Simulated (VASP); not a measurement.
Input of a VASP 6.6.1 run:

The input INCAR:

```
  PREC = Accurate
  ENCUT = 520
  EDIFF = 1E-6
  ISMEAR = -1
  SIGMA = 0.01
  LREAL = F
  LASPH = T
  NELM = 80
  ALGO = Normal
  ISIF = 2
  LWAVE = F
  LCHARG = F
  GGA = PE
  NBANDS = 10
```

File KPOINTS:

```
Automatic mesh
0
Gamma
  18 18 18
```

Contents of POSCAR:

```
Ir
1.0
    0.0000000000      1.9197000000      1.9197000000
    1.9197000000      0.0000000000      1.9197000000
    1.9197000000      1.9197000000      0.0000000000
Ir
1
Direct
    0.0000000000      0.0000000000      0.0000000000
```

Potentials or basis: VASP PAW PBE potentials, release 64 (Ir).

Command:

```bash
$ cat potpaw_PBE.64/Ir/POTCAR > POTCAR
$ mpirun -np 1 vasp_std > vasp.out
```

(1) Estimate the pressure.

## Answers

(1) 9.5 GPa.
